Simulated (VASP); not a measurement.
# BW3 in VASP: notebook

The runs below take BW3 through single point, relaxation of cell and atoms, with PBE.

All numbers are computed with VASP 6.6.1; they aren't measurements. Logs are shortened: lines on timing, memory, paths and dates and some standing lists are left out, and cuts for length are marked.

**1. The cell of the first run**

The structure is cubic, space group Pm-3m (No. 221). The conventional cell has a = 3.827 Å, b = 3.827 Å, c = 3.827 Å, α = 90.00°, β = 90.00°, γ = 90.00°. Within 3.6 Å of B (site symmetry m-3m) lie 12 W at 2.71 Å. W (site symmetry 4/mmm) has 8 W at 2.71 Å and 4 B at 2.71 Å within 3.6 Å. Within 3.6 Å of W (site symmetry 4/mmm) lie 4 B at 2.71 Å and 8 W at 2.71 Å.

**2. Single point, PBE**

The input, INCAR:

```
  PREC = Accurate
  ENCUT = 520
  EDIFF = 1E-6
  ISMEAR = 0
  SIGMA = 0.2
  LREAL = False
  LASPH = True
  NELM = 80
  ALGO = Fast
  ISIF = 2
  LWAVE = False
  LCHARG = False
  GGA = PE
  NBANDS = 55
```

The input, KPOINTS:

```
regular mesh
0
Gamma
  6 6 4
```

The input, POSCAR:

```
BW3
1.0
   -3.8269804814      0.0000000000      0.0000000000
    0.0000000000      0.0000000000     -3.8269804814
    0.0000000000     -7.6539609629      0.0000000000
B W
2 6
Direct
    1.0000000000      1.0000000000      1.0000000000
    1.0000000000      1.0000000000      0.5000000000
    0.5000000000      1.0000000000      0.7500000000
    0.5000000000      1.0000000000      0.2500000000
    0.5000000000      0.5000000000      0.5000000000
    0.5000000000      0.5000000000      0.0000000000
    1.0000000000      0.5000000000      0.7500000000
    1.0000000000      0.5000000000      0.2500000000
```

Potentials or basis: VASP PAW PBE potentials, release 64 (B, W_sv).

Started as:

```
$ cat potpaw_PBE.64/B/POTCAR potpaw_PBE.64/W_sv/POTCAR > POTCAR
$ mpirun -np 1 vasp_std > vasp.out
```

OUTCAR:

```text
PREC = Accurate
   ENCUT = 520
   EDIFF = 1E-6
   ISMEAR = 0
   LREAL = False
   LASPH = True
   NELM = 80
   ISIF = 2
   GGA = PE

 ion  position               nearest neighbor table
   1  0.000  0.000  0.000-   6 2.71   6 2.71   6 2.71   6 2.71   8 2.71   4 2.71   7 2.71   8 2.71
                             3 2.71   4 2.71   3 2.71   7 2.71
   2  0.000  0.000  0.500-   5 2.71   5 2.71   5 2.71   5 2.71   8 2.71   4 2.71   7 2.71   8 2.71
                             3 2.71   4 2.71   3 2.71   7 2.71
   3  0.500  0.000  0.750-   7 2.71   7 2.71   7 2.71   7 2.71   1 2.71   5 2.71   6 2.71   2 2.71
                             1 2.71   2 2.71   5 2.71   6 2.71
   4  0.500  0.000  0.250-   8 2.71   8 2.71   8 2.71   8 2.71   1 2.71   5 2.71   6 2.71   2 2.71
                             1 2.71   2 2.71   5 2.71   6 2.71
   5  0.500  0.500  0.500-   2 2.71   2 2.71   2 2.71   2 2.71   8 2.71   3 2.71   3 2.71   4 2.71
                             4 2.71   7 2.71   8 2.71   7 2.71
   6  0.500  0.500  0.000-   1 2.71   1 2.71   1 2.71   1 2.71   8 2.71   3 2.71   3 2.71   4 2.71
                             4 2.71   7 2.71   8 2.71   7 2.71
   7  0.000  0.500  0.750-   3 2.71   3 2.71   3 2.71   3 2.71   6 2.71   1 2.71   2 2.71   2 2.71
                             1 2.71   5 2.71   6 2.71   5 2.71
   8  0.000  0.500  0.250-   4 2.71   4 2.71   4 2.71   4 2.71   6 2.71   1 2.71   2 2.71   2 2.71
                             1 2.71   5 2.71   6 2.71   5 2.71

  LATTYP: Found a simple tetragonal cell.
 ALAT       =     3.8269804814
 C/A-ratio  =     2.0000000000

  Lattice vectors:

 A1 = (  -3.8269804814,   0.0000000000,   0.0000000000)
 A2 = (   0.0000000000,   0.0000000000,  -3.8269804814)
 A3 = (   0.0000000000,  -7.6539609629,   0.0000000000)

Analysis of symmetry for initial positions (statically):
=====================================================================
 Subroutine PRICEL returns following result:

  LATTYP: Found a simple cubic cell.
 ALAT       =     3.8269804814

  Lattice vectors:

 A1 = (  -3.8269804814,   0.0000000000,   0.0000000000)
 A2 = (   0.0000000000,   0.0000000000,  -3.8269804814)
 A3 = (   0.0000000000,  -3.8269804815,   0.0000000000)

   2 primitive cells build up your supercell.

 Routine SETGRP: Setting up the symmetry group for a
 simple tetragonal supercell.

 Subroutine GETGRP returns: Found 16 space group operations
 (whereof 16 operations were pure point group operations)
 out of a pool of 16 trial point group operations.

The static configuration has the point symmetry D_4h.

Analysis of symmetry for dynamics (positions and initial velocities):
=====================================================================
 Subroutine PRICEL returns following result:

  LATTYP: Found a simple cubic cell.
 ALAT       =     3.8269804814

  Lattice vectors:

 A1 = (  -3.8269804814,   0.0000000000,   0.0000000000)
 A2 = (   0.0000000000,   0.0000000000,  -3.8269804814)
 A3 = (   0.0000000000,  -3.8269804815,   0.0000000000)

   2 primitive cells build up your supercell.

 Routine SETGRP: Setting up the symmetry group for a
 simple tetragonal supercell.

 Subroutine GETGRP returns: Found 16 space group operations
 (whereof 16 operations were pure point group operations)
 out of a pool of 16 trial point group operations.

The dynamic configuration has the point symmetry D_4h.

 Subroutine INISYM returns: Found 16 space group operations
 (whereof 16 operations are pure point group operations),
 and found     2 'primitive' translations

----------------------------------------------------------------------------------------

                                     Primitive cell

  volume of cell :      56.0491

  direct lattice vectors                    reciprocal lattice vectors
    -3.826980481  0.000000000  0.000000000    -0.261302613  0.000000000  0.000000000
     0.000000000  0.000000000 -3.826980481     0.000000000  0.000000000 -0.261302613
     0.000000000 -3.826980481  0.000000000     0.000000000 -0.261302613  0.000000000

  length of vectors
     3.826980481  3.826980481  3.826980481     0.261302613  0.261302613  0.261302613

  position of ions in fractional coordinates (direct lattice)
     0.000000000  0.000000000  0.000000000
     0.500000000  0.000000000  0.500000000
     0.500000000  0.500000000  0.000000000
     0.000000000  0.500000000  0.500000000

  ion indices of the primitive-cell ions
   primitive index   ion index
                 1           1
                 2           3
                 3           6
                 4           7

----------------------------------------------------------------------------------------

 KPOINTS: regular mesh

Automatic generation of k-mesh.
 Grid dimensions read from file:
 generate k-points for:    6    6    4

 Generating k-lattice:

  Cartesian coordinates                     Fractional coordinates (reciprocal lattice)
    -0.043550436  0.000000000  0.000000000     0.166666667  0.000000000  0.000000000
     0.000000000  0.000000000 -0.043550436     0.000000000  0.166666667  0.000000000
     0.000000000 -0.032662827  0.000000000     0.000000000  0.000000000  0.250000000

  Length of vectors
     0.043550436  0.043550436  0.032662827

  Shift w.r.t. Gamma in fractional coordinates (k-lattice)
     0.000000000  0.000000000  0.000000000

 Subroutine IBZKPT returns following result:
 ===========================================

 Found     30 irreducible k-points:

 Following reciprocal coordinates:
            Coordinates               Weight
  0.000000  0.000000  0.000000      1.000000
  0.166667  0.000000  0.000000      4.000000
  0.333333  0.000000  0.000000      4.000000
  0.500000  0.000000  0.000000      2.000000
  0.166667  0.166667  0.000000      4.000000
  0.333333  0.166667  0.000000      8.000000
[... 16 lines left out ...]
  0.333333  0.000000  0.500000      4.000000
  0.500000  0.000000  0.500000      2.000000
 [... further k-points ...]
   k-points           NKPTS =     30   k-points in BZ     NKDIM =     30   number of bands    NBANDS=     55
   number of dos      NEDOS =    301   number of ions     NIONS =      8
   total plane-waves  NPLWV =  47040
   dimension x,y,z NGX =    28 NGY =   28 NGZ =   60
   dimension x,y,z NGXF=    56 NGYF=   56 NGZF=  120
   ions per type =               2   6
   NGX,Y,Z   is equivalent  to a cutoff of  12.16, 12.16, 13.03 a.u.
   NGXF,Y,Z  is equivalent  to a cutoff of  24.33, 24.33, 26.06 a.u.
 SYSTEM =  unknown system
   PREC   = accura    normal or accurate (medium, high low for compatibility)
   ISTART =      0    job   : 0-new  1-cont  2-samecut
   ICHARG =      2    charge: 1-file 2-atom 10-const
   ISPIN  =      1    spin polarized calculation?
   LNONCOLLINEAR =      F non collinear calculations
   LSORBIT =      F    spin-orbit coupling
   LASPH  =      T    aspherical Exc in radial PAW
   ENCUT  =  520.0 eV  38.22 Ry    6.18 a.u.   7.12  7.12 14.23*2*pi/ulx,y,z
   NELM   =     80;   NELMIN=  2; NELMDL= -5     # of ELM steps
   EDIFF  = 0.1E-05   stopping-criterion for ELM
   LREAL  =      F    real-space projection
   EDIFFG = 0.1E-04   stopping-criterion for IOM
   NSW    =      0    number of steps for IOM
   IBRION =     -1    ionic relax: 0-MD 1-quasi-New 2-CG
   NFREE  =      0    steps in history (QN), initial steepest desc. (CG)
   ISIF   =      2    stress and relaxation
   ISYM   =      2    0-nonsym 1-usesym 2-fastsym
   POTIM  = 0.5000    time-step for ionic-motion
   TEBEG  =    0.0;   TEEND  =   0.0 temperature during run
   PSTRESS=    0.0 pullay stress
   NELECT =      90.0000    total number of electrons
   NUPDOWN=      -1.0000    fix difference up-down
   EMIN   =  10.00;   EMAX   =-10.00  energy-range for DOS
   EFERMI =   0.00;   METHOD = LEGACY
   ISMEAR =     0;   SIGMA  =   0.20  broadening in eV -4-tet -1-fermi 0-gaus
   EFERMI_NEDOS =   21; number of points for ismear=-14 and -15
   IALGO  =     68    algorithm
   IMIX   =      4    mixing-type and parameters
     AMIX     =   0.40;   BMIX     =  1.00
     AMIX_MAG =   1.60;   BMIX_MAG =  1.00
  volume/ion in A,a.u.               =      14.01        94.56
  Fermi-wavevector in a.u.,A,eV,Ry     =   1.521561  2.875334 31.499507  2.315148
  Thomas-Fermi vector in A             =   2.630260
   LORBIT       =      0    0 simple, 1 ext, 2 COOP (PROOUT), +10 PAW based schemes
   GGA     = PE    functional components
   LHFCALC =     F    Hartree Fock is set to
   AEXX    =    0.0000 exact exchange contribution
   IVDW    =     0    specifies the selected vdW correction
   LEPSILON=     F    determine dielectric tensor
   LRPA    =     F    only Hartree local field effects (RPA)
 non-spin polarized calculation
 RMM-DIIS sequential band-by-band and
 Gauss-broadening in eV      SIGMA  =   0.20
  energy-cutoff  :      520.00
  volume of cell :      112.10
 maximum number of plane-waves:      3056
   NGX = 15   NGY = 15   NGZ = 29

 number of electron      90.0000026 magnetization

 Free energy of the ion-electron system (eV)
  ---------------------------------------------------
  ext. energy  EPLUGINS =         0.00000000
  ---------------------------------------------------
  free energy    TOTEN  =       -86.38329646 eV

  energy without entropy =      -86.31306316  energy(sigma->0) =      -86.34817981

 E-fermi :  10.9544     XC(G=0): -13.2734

 val. band max:       10.8952259173   @ k =   0.1667   0.0000   0.2500
 cond. band min:      10.9687712388   @ k =   0.1667   0.0000   0.2500
 fundamental gap:      0.0735453215
 Fermi energy:        10.9544311392

 k-point     1 :       0.0000    0.0000    0.0000
  band No.  band energies     occupation
      1     -63.4802      2.00000
      2     -63.4149      2.00000
      3     -63.3334      2.00000
      4     -63.2761      2.00000
      5     -63.2756      2.00000
      6     -63.2679      2.00000
[... 47 lines left out ...]
     54      14.3411      0.00000
[... 1333 lines left out ...]
     54      13.3237      0.00000
     55      13.3449      0.00000

 [... further k-points ...]

------------------------ aborting loop because EDIFF is reached ----------------------------------------

  FORCE on cell =-STRESS in cart. coord.  units (eV):
  Direction    XX          YY          ZZ          XY          YZ          ZX
  --------------------------------------------------------------------------------------
  -------------------------------------------------------------------------------------
  Total        0.4060861      0.5252195      0.4060861      0.0000000     -0.0000000      0.0000000
  in kB        5.8040350      7.5067630      5.8040350      0.0000000     -0.0000000      0.0000000
  external PRESSURE =       6.3716110 kB  Pullay stress =       0.0000000 kB

 VOLUME and BASIS-vectors are now :
 -----------------------------------------------------------------------------
  energy-cutoff  :      520.00
  volume of cell :      112.10
      direct lattice vectors                 reciprocal lattice vectors
    -3.826980481  0.000000000  0.000000000    -0.261302613  0.000000000  0.000000000
     0.000000000  0.000000000 -3.826980481     0.000000000  0.000000000 -0.261302613
     0.000000000 -7.653960963  0.000000000     0.000000000 -0.130651307  0.000000000

 POSITION                                       TOTAL-FORCE (eV/Angst)
 -----------------------------------------------------------------------------------
      0.00000      0.00000      0.00000         0.000000      0.000000     -0.000000
      0.00000     -3.82698      0.00000         0.000000      0.000000     -0.000000
     -1.91349     -5.74047      0.00000        -0.000000      0.000000     -0.000000
     -1.91349     -1.91349      0.00000        -0.000000     -0.000000     -0.000000
     -1.91349     -3.82698     -1.91349         0.000000      0.000000     -0.000000
     -1.91349      0.00000     -1.91349         0.000000      0.000000     -0.000000
      0.00000     -5.74047     -1.91349         0.000000      0.000000      0.000000
      0.00000     -1.91349     -1.91349         0.000000     -0.000000      0.000000
 -----------------------------------------------------------------------------------
    total drift:                               -0.000000     -0.000000     -0.000000

  FREE ENERGIE OF THE ION-ELECTRON SYSTEM (eV)
  ---------------------------------------------------
  free  energy   TOTEN  =       -86.3832964595 eV

  energy  without entropy=      -86.3130631566  energy(sigma->0) =      -86.34817981
```

Run time: 1.7 min. Hardware: 1 thread of Intel Xeon 6975P-C (Granite Rapids), shared host; peak memory 0.29 GiB.

What came out:

```
Free energy            : -86.3833 eV
Pressure               : 0.6 GPa
Band gap on the k mesh : zero (bands 45 and 46 overlap by 1.95 eV)
```

Caveat: spin-orbit coupling is left out, which moves the levels of the heavy elements.

(Continued in part 2 of 2.)

The gap in the log of VASP goes by the Fermi energy; the results here count the filled bands.